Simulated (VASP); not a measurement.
The system is BP.

```
CELL_PARAMETERS angstrom
0.00000 2.26832 2.26832
2.26832 0.00000 2.26832
2.26832 2.26832 0.00000
ATOMIC_POSITIONS crystal
B 0.00000 0.00000 0.00000
P 0.25000 0.25000 0.25000
```

Base run:

| Item | Value |
| --- | --- |
| Program | VASP 6.6.1 |
| Functional | HSE06 |
| Potentials or basis | VASP PAW PBE potentials, release 64 (B, P) |
| Cutoff | 520 eV |
| k mesh | 6 × 6 × 6 |
| Occupations | gaussian, width 0.01 eV |
| Spin | no spin polarisation |

Its results: band gap on the k mesh 2.06 eV (least direct gap 4.34 eV); pressure -1.9 GPa.

Problem. The run is repeated on the same cell with these changes: functional from HSE06 to PBE0. What comes out?

Solution. Band gap on the k mesh 2.79 eV (least direct gap 5.05 eV); pressure -2.0 GPa.

Caveats: the PAW data sets were made with another functional, which shifts forces and pressure a little.

A k mesh can miss the band edges.
